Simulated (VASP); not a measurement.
Crystal: TiCo.

```
Co Ti
1.0
     2.94575    0.00000    0.00000
     0.00000    2.94575    0.00000
     0.00000    0.00000    2.94575
Co Ti
1 1
Direct
  0.50000 0.50000 0.50000
  0.00000 0.00000 0.00000
```

This cell differs from its parent crystal: volume scaled by 0.96.

Base run:

- Program: VASP 6.6.1
- Functional: PBEsol
- Potentials or basis: VASP PAW PBE potentials, release 64 (Co, Ti_sv)
- Cutoff: 520 eV
- k mesh: 9 × 9 × 9
- Occupations: fermi-dirac, width 0.05 eV
- Spin: collinear spin, ferromagnetic start
- Starting moments: [2.0, 1.0] μB

Its results: pressure -2.0 GPa; net moment 0.59 μB per cell; site moments Co +0.64; Ti -0.02 μB.

Q: The run is repeated on the same cell with these changes: functional from PBEsol to PBE; further incar settings from ALGO = Normal; EDIFF = 1e-06; NBANDS = 22 to ALGO = Fast; EDIFF = 1e-06; NBANDS = 22. What comes out?

A: Pressure 5.9 GPa; net moment 0.70 μB per cell; site moments Co +0.76; Ti -0.02 μB.

Caveats: the PAW data sets were made with another functional, which shifts forces and pressure a little (some runs).
